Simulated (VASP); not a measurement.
Wanted: the native input for a VASP 6.6.1 run.

| Property | Result |
| --- | --- |
| Task | single point |
| Functional | PBE |
| Potentials or basis | VASP PAW PBE potentials, release 64 (Mg, Zn, S) |
| Cutoff | 520 eV |
| k mesh | 6 × 6 × 2 |
| Occupations | gaussian, width 0.1 eV |
| Spin | no spin polarisation |
| Dipole correction | no |
| Further INCAR settings | ALGO = Normal; EDIFF = 1e-06; NBANDS = 26 |

The structure of Mg2ZnS3 lies in POSCAR:

```
Mg2ZnS3
1.0
    3.6375256800      0.0000000000      0.0000000000
    0.0000000000      3.6375256800      0.0000000000
    0.0000000000      0.0000000000      8.0804350200
Mg Zn S
2 1 3
Direct
    0.5000000000      0.0000000000      0.7398749000
    0.0000000000      0.5000000000      0.2601251000
    0.5000000000      0.5000000000      0.0000000000
    0.5000000000      0.0000000000      0.3835413500
    0.0000000000      0.5000000000      0.6164586500
    0.0000000000      0.0000000000      0.0000000000
```

One way to write it, as run:

INCAR

```
PREC = Accurate
ENCUT = 520
EDIFF = 1E-6
ISMEAR = 0
SIGMA = 0.1
LREAL = False
LASPH = True
NELM = 60
ALGO = Normal
ISIF = 2
LWAVE = False
LCHARG = False
GGA = PE
NBANDS = 26
```

KPOINTS

```
Automatic mesh
0
Gamma
  6 6 2
```

Potentials or basis: VASP PAW PBE potentials, release 64 (Mg, Zn, S).

Command:

```sh
$ cat potpaw_PBE.64/Mg/POTCAR potpaw_PBE.64/Zn/POTCAR potpaw_PBE.64/S/POTCAR > POTCAR
$ mpirun -np 1 vasp_std > vasp.out
```

Results of the run:

```yaml
Pressure: -1.5 GPa
Largest_force: 2.087 eV/Å
Band_gap_on_the_k_mesh: zero (band 17 reaches 4.41 eV, above the bottom of band 18 at 3.09 eV)
```

Caveat: the k points lie up to 0.39 Å⁻¹ apart; forces of over 1 eV/Å act on the atoms, so gaps and moduli don't describe the material at rest.

Wall time 50 s on 1 thread of Intel(R) Xeon(R) Platinum 8259CL CPU @ 2.50GHz (Skylake/Cascade Lake), with other jobs on the host, peak memory 0.23 GiB.
